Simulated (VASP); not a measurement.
# In3Cu (I4/mmm) in VASP: single point with PBEsol

Aim: the single point of In3Cu with PBEsol.

Everything below comes from runs of VASP 6.6.1. Logs are shortened: lines on timing, memory, paths and dates and some standing lists are left out, and cuts for length are marked.

## Step 1: The cell of the first run

The structure is tetragonal, space group I4/mmm (No. 139). Conventional cell: a = 4.486 Å, b = 4.486 Å, c = 9.785 Å, α = 90.00°, β = 90.00°, γ = 90.00°. In (site symmetry -4m2) has 8 In at 3.17 to 3.32 Å and 4 Cu at 3.32 Å within 4.2 Å. Within 4.2 Å of In (site symmetry 4/mmm) lie 4 Cu at 3.17 Å and 8 In at 3.32 Å. Cu (site symmetry 4/mmm) has 12 In at 3.17 to 3.32 Å within 4.2 Å.

## Step 2: Single point, PBEsol (Tl replaced by In, lengths x 0.990, strained)

INCAR

```
SYSTEM = In3Cu
PREC = Accurate
ENCUT = 520
EDIFF = 1E-6
ISMEAR = 0
SIGMA = 0.1
LREAL = .FALSE.
LASPH = .TRUE.
NELM = 100
ALGO = Normal
ISIF = 2
LWAVE = .FALSE.
LCHARG = .FALSE.
GGA = PS
NBANDS = 33
```

KPOINTS

```
regular mesh
0
G
  6 6 6
  0 0 0
```

POSCAR

```
In3Cu
1.0
   -2.2431257381      2.2431257381      4.8926374666
    2.2431257381     -2.2431257381      4.8926374666
    2.2431257381      2.2431257381     -4.8926374666
In Cu
3 1
Direct
    0.7500000000      0.2500000000      0.5000000000
    0.2500000000      0.7500000000      0.5000000000
    0.5000000000      0.5000000000      0.0000000000
    0.0000000000      0.0000000000      0.0000000000
```

Potentials or basis: VASP PAW PBE potentials, release 64 (In_d, Cu).

Started as:

```sh
$ cat potpaw_PBE.64/In_d/POTCAR potpaw_PBE.64/Cu/POTCAR > POTCAR
$ mpirun -np 1 vasp_std > vasp.out
```

OUTCAR:

```text
SYSTEM = In3Cu
   PREC = Accurate
   ENCUT = 520
   EDIFF = 1E-6
   ISMEAR = 0
   LREAL = .FALSE.
   LASPH = .TRUE.
   NELM = 100
   ISIF = 2
   GGA = PS

 ion  position               nearest neighbor table
   1  0.750  0.250  0.500-   2 3.17   2 3.17   2 3.17   2 3.17   4 3.32   3 3.32   4 3.32   4 3.32
                             3 3.32   3 3.32   4 3.32   3 3.32
   2  0.250  0.750  0.500-   1 3.17   1 3.17   1 3.17   1 3.17   4 3.32   3 3.32   4 3.32   3 3.32
                             4 3.32   4 3.32   3 3.32   3 3.32
   3  0.500  0.500  0.000-   4 3.17   4 3.17   4 3.17   4 3.17   2 3.32   1 3.32   2 3.32   1 3.32
                             2 3.32   2 3.32   1 3.32   1 3.32
   4  0.000  0.000  0.000-   3 3.17   3 3.17   3 3.17   3 3.17   2 3.32   1 3.32   2 3.32   2 3.32
                             1 3.32   1 3.32   2 3.32   1 3.32

  LATTYP: Found a body centered tetragonal cell.
 ALAT       =     4.4862514762
 C/A-ratio  =     2.1811695098

  Lattice vectors:

 A1 = (  -2.2431257381,   2.2431257381,   4.8926374666)
 A2 = (   2.2431257381,  -2.2431257381,   4.8926374666)
 A3 = (   2.2431257381,   2.2431257381,  -4.8926374666)

Analysis of symmetry for initial positions (statically):
=====================================================================
 Subroutine PRICEL returns:
 Original cell was already a primitive cell.

 Routine SETGRP: Setting up the symmetry group for a
 body centered tetragonal supercell.

 Subroutine GETGRP returns: Found 16 space group operations
 (whereof 16 operations were pure point group operations)
 out of a pool of 16 trial point group operations.

The static configuration has the point symmetry D_4h.

Analysis of symmetry for dynamics (positions and initial velocities):
=====================================================================
 Subroutine PRICEL returns:
 Original cell was already a primitive cell.

 Routine SETGRP: Setting up the symmetry group for a
 body centered tetragonal supercell.

 Subroutine GETGRP returns: Found 16 space group operations
 (whereof 16 operations were pure point group operations)
 out of a pool of 16 trial point group operations.

The dynamic configuration has the point symmetry D_4h.

 Subroutine INISYM returns: Found 16 space group operations
 (whereof 16 operations are pure point group operations),
 and found     1 'primitive' translations

----------------------------------------------------------------------------------------

                                     Primitive cell

  volume of cell :      98.4714

  direct lattice vectors                    reciprocal lattice vectors
    -2.243125738  2.243125738  4.892637467     0.000000000  0.222903242  0.102194369
     2.243125738 -2.243125738  4.892637467     0.222903242  0.000000000  0.102194369
     2.243125738  2.243125738 -4.892637467     0.222903242  0.222903242  0.000000000

  length of vectors
     5.831048579  5.831048579  5.831048579     0.245213263  0.245213263  0.315232788

  position of ions in fractional coordinates (direct lattice)
     0.750000000  0.250000000  0.500000000
     0.250000000  0.750000000  0.500000000
     0.500000000  0.500000000  0.000000000
     0.000000000  0.000000000  0.000000000

  ion indices of the primitive-cell ions
   primitive index   ion index
                 1           1
                 2           2
                 3           3
                 4           4

----------------------------------------------------------------------------------------

 KPOINTS: regular mesh

Automatic generation of k-mesh.
 Grid dimensions read from file:
 generate k-points for:    6    6    6

 Generating k-lattice:

  Cartesian coordinates                     Fractional coordinates (reciprocal lattice)
     0.000000000  0.037150540  0.017032395     0.166666667 -0.000000000  0.000000000
     0.037150540  0.000000000  0.017032395    -0.000000000  0.166666667  0.000000000
     0.037150540  0.037150540  0.000000000     0.000000000  0.000000000  0.166666667

  Length of vectors
     0.040868877  0.040868877  0.052538798

  Shift w.r.t. Gamma in fractional coordinates (k-lattice)
     0.000000000  0.000000000  0.000000000

 Subroutine IBZKPT returns following result:
 ===========================================

 Found     30 irreducible k-points:

 Following reciprocal coordinates:
            Coordinates               Weight
  0.000000  0.000000  0.000000      1.000000
  0.166667  0.000000 -0.000000      8.000000
  0.333333 -0.000000  0.000000      8.000000
  0.500000  0.000000 -0.000000      4.000000
  0.166667  0.166667  0.000000      8.000000
  0.333333  0.166667  0.000000     16.000000
[... 16 lines left out ...]
 -0.333333 -0.333333  0.166667      8.000000
 -0.166667 -0.333333  0.166667      8.000000
 [... further k-points ...]
   k-points           NKPTS =     30   k-points in BZ     NKDIM =     30   number of bands    NBANDS=     33
   number of dos      NEDOS =    301   number of ions     NIONS =      4
   total plane-waves  NPLWV = 110592
   dimension x,y,z NGX =    48 NGY =   48 NGZ =   48
   dimension x,y,z NGXF=    96 NGYF=   96 NGZF=   96
   ions per type =               3   1
   NGX,Y,Z   is equivalent  to a cutoff of  13.69, 13.69, 13.69 a.u.
   NGXF,Y,Z  is equivalent  to a cutoff of  27.37, 27.37, 27.37 a.u.
 SYSTEM =  In3Cu
   PREC   = accura    normal or accurate (medium, high low for compatibility)
   ISTART =      0    job   : 0-new  1-cont  2-samecut
   ICHARG =      2    charge: 1-file 2-atom 10-const
   ISPIN  =      1    spin polarized calculation?
   LNONCOLLINEAR =      F non collinear calculations
   LSORBIT =      F    spin-orbit coupling
   LASPH  =      T    aspherical Exc in radial PAW
   ENCUT  =  520.0 eV  38.22 Ry    6.18 a.u.  10.84 10.84 10.84*2*pi/ulx,y,z
   NELM   =    100;   NELMIN=  2; NELMDL= -5     # of ELM steps
   EDIFF  = 0.1E-05   stopping-criterion for ELM
   LREAL  =      F    real-space projection
   EDIFFG = 0.1E-04   stopping-criterion for IOM
   NSW    =      0    number of steps for IOM
   IBRION =     -1    ionic relax: 0-MD 1-quasi-New 2-CG
   NFREE  =      0    steps in history (QN), initial steepest desc. (CG)
   ISIF   =      2    stress and relaxation
   ISYM   =      2    0-nonsym 1-usesym 2-fastsym
   POTIM  = 0.5000    time-step for ionic-motion
   TEBEG  =    0.0;   TEEND  =   0.0 temperature during run
   PSTRESS=    0.0 pullay stress
   NELECT =      50.0000    total number of electrons
   NUPDOWN=      -1.0000    fix difference up-down
   EMIN   =  10.00;   EMAX   =-10.00  energy-range for DOS
   EFERMI =   0.00;   METHOD = LEGACY
   ISMEAR =     0;   SIGMA  =   0.10  broadening in eV -4-tet -1-fermi 0-gaus
   EFERMI_NEDOS =   21; number of points for ismear=-14 and -15
   IALGO  =     38    algorithm
   IMIX   =      4    mixing-type and parameters
     AMIX     =   0.40;   BMIX     =  1.00
     AMIX_MAG =   1.60;   BMIX_MAG =  1.00
  volume/ion in A,a.u.               =      24.62       166.13
  Fermi-wavevector in a.u.,A,eV,Ry     =   1.306055  2.468086 23.208535  1.705779
  Thomas-Fermi vector in A             =   2.436883
   LORBIT       =      0    0 simple, 1 ext, 2 COOP (PROOUT), +10 PAW based schemes
   GGA     = PS    functional components
   LHFCALC =     F    Hartree Fock is set to
   AEXX    =    0.0000 exact exchange contribution
   IVDW    =     0    specifies the selected vdW correction
   LEPSILON=     F    determine dielectric tensor
   LRPA    =     F    only Hartree local field effects (RPA)
 non-spin polarized calculation
 Gauss-broadening in eV      SIGMA  =   0.10
  energy-cutoff  :      520.00
  volume of cell :       98.47
 maximum number of plane-waves:      2698
 NGX is ok and might be reduce to    48
   NGX = 21   NGY = 21   NGZ = 21

 number of electron      50.0000013 magnetization

 Free energy of the ion-electron system (eV)
  ---------------------------------------------------
  ext. energy  EPLUGINS =         0.00000000
  ---------------------------------------------------
  free energy    TOTEN  =       -12.23276426 eV

  energy without entropy =      -12.21766978  energy(sigma->0) =      -12.22521702

 E-fermi :   6.3090     XC(G=0): -10.3471

 val. band max:        6.2607745307   @ k =  -0.3333   0.1667   0.0000
 cond. band min:       6.3101492544   @ k =  -0.3333   0.3333   0.3333
 fundamental gap:      0.0493747237
 Fermi energy:         6.3090169195

 k-point     1 :       0.0000    0.0000    0.0000
  band No.  band energies     occupation
      1      -8.3524      2.00000
      2      -8.1897      2.00000
      3      -8.1789      2.00000
      4      -8.0659      2.00000
      5      -8.0659      2.00000
      6      -8.0619      2.00000
[... 25 lines left out ...]
     32      12.3974      0.00000
     33      12.3974      0.00000

 k-point     2 :       0.1667    0.0000   -0.0000
  band No.  band energies     occupation
      1      -8.3108      2.00000
      2      -8.1835      2.00000
      3      -8.1452      2.00000
      4      -8.1082      2.00000
      5      -8.0926      2.00000
      6      -8.0256      2.00000
[... 25 lines left out ...]
     32      11.2815      0.00000
     33      11.5464      0.00000

 k-point     3 :       0.3333   -0.0000    0.0000
  band No.  band energies     occupation
      1      -8.1969      2.00000
      2      -8.1637      2.00000
      3      -8.1385      2.00000
      4      -8.0790      2.00000
      5      -8.0565      2.00000
      6      -8.0109      2.00000
[... 25 lines left out ...]
     32      12.6608      0.00000
     33      12.9964      0.00000

 k-point     4 :       0.5000    0.0000   -0.0000
  band No.  band energies     occupation
      1      -8.1561      2.00000
      2      -8.1479      2.00000
      3      -8.0395      2.00000
      4      -8.0271      2.00000
      5      -8.0183      2.00000
      6      -8.0047      2.00000
[... 25 lines left out ...]
     32      11.5631      0.00000
     33      12.0342      0.00000

 k-point     5 :       0.1667    0.1667    0.0000
  band No.  band energies     occupation
      1      -8.2859      2.00000
      2      -8.1917      2.00000
      3      -8.1232      2.00000
      4      -8.1184      2.00000
      5      -8.0995      2.00000
      6      -8.0233      2.00000
[... 604 lines left out ...]
 k-point    22 :      -0.1667    0.5000    0.1667
  band No.  band energies     occupation
      1      -8.2077      2.00000
      2      -8.1780      2.00000
      3      -8.1560      2.00000
      4      -8.1127      2.00000
      5      -8.0496      2.00000
      6      -8.0367      2.00000
[... 25 lines left out ...]
     32      11.4419      0.00000
     33      12.4430      0.00000

 k-point    23 :      -0.3333   -0.3333    0.1667
  band No.  band energies     occupation
      1      -8.2823      2.00000
      2      -8.2176      2.00000
      3      -8.1744      2.00000
      4      -8.1655      2.00000
      5      -8.0770      2.00000
      6      -8.0358      2.00000
[... 25 lines left out ...]
     32      11.6962      0.00000
     33      12.6097      0.00000

 k-point    24 :      -0.1667   -0.3333    0.1667
  band No.  band energies     occupation
      1      -8.3069      2.00000
      2      -8.2188      2.00000
      3      -8.1745      2.00000
      4      -8.1579      2.00000
      5      -8.1161      2.00000
      6      -8.0187      2.00000
[... 25 lines left out ...]
     32      11.6918      0.00000
     33      11.9871      0.00000

 [... further k-points ...]
[... 5 lines left out ...]
  --------------------------------------------------------------------------------------
  -------------------------------------------------------------------------------------
  Total       -2.9455785     -2.9455785     -4.4883348      0.0000000      0.0000000      0.0000000
  in kB      -47.9259715    -47.9259715    -73.0273536      0.0000000      0.0000000      0.0000000
  external PRESSURE =     -56.2930989 kB  Pullay stress =       0.0000000 kB

 VOLUME and BASIS-vectors are now :
 -----------------------------------------------------------------------------
  energy-cutoff  :      520.00
  volume of cell :       98.47
      direct lattice vectors                 reciprocal lattice vectors
    -2.243125738  2.243125738  4.892637467     0.000000000  0.222903242  0.102194369
     2.243125738 -2.243125738  4.892637467     0.222903242  0.000000000  0.102194369
     2.243125738  2.243125738 -4.892637467     0.222903242  0.222903242  0.000000000

 POSITION                                       TOTAL-FORCE (eV/Angst)
 -----------------------------------------------------------------------------------
      0.00000      2.24313      2.44632         0.000000     -0.000000      0.000000
      2.24313      0.00000      2.44632         0.000000      0.000000     -0.000000
      0.00000      0.00000      4.89264        -0.000000     -0.000000     -0.000000
      0.00000      0.00000      0.00000        -0.000000     -0.000000     -0.000000
 -----------------------------------------------------------------------------------
    total drift:                                0.000000     -0.000000      0.000000

  FREE ENERGIE OF THE ION-ELECTRON SYSTEM (eV)
  ---------------------------------------------------
  free  energy   TOTEN  =       -12.2327642616 eV

  energy  without entropy=      -12.2176697829  energy(sigma->0) =      -12.22521702
```

Wall time 1.9 min (1 thread of Intel Xeon Platinum 8375C at 2.90GHz (Ice Lake), shared host); peak memory 0.35 GiB.

Results:

| Item | Value |
| --- | --- |
| Free energy | -12.2328 eV |
| Pressure | -5.6 GPa |
| Band gap on the k mesh | zero (band 25 reaches 8.29 eV, above the bottom of band 26 at 4.81 eV) |

Stress tensor (GPa, compression positive):
```
-4.79  0.00  0.00
 0.00 -4.79  0.00
 0.00  0.00 -7.30
```

Levels at points of the mesh, in eV from the Fermi level:
| k point | band 23 | band 24 | band 25 | band 26 | band 27 | band 28 |
| --- | --- | --- | --- | --- | --- | --- |
| (0.00, 0.00, 0.00) | -1.26 | -0.56 | 0.57 | 0.57 | 1.37 | 1.37 |
| (0.50, 0.00, 0.00) | -2.06 | -1.52 | 1.62 | 1.86 | 2.00 | 2.03 |
| (0.50, 0.50, 0.00) | -2.06 | -1.96 | -1.74 | -1.49 | 2.07 | 2.21 |
| (0.50, 0.50, 0.50) | -1.15 | -1.15 | -0.53 | 0.60 | 4.58 | 4.58 |

Caveat: the cell differs from its parent crystal (Tl replaced by In, lengths x 0.990, strained); the PAW data sets were made with another functional, which shifts forces and pressure a little; spin-orbit coupling is left out, which moves the levels of the heavy elements.
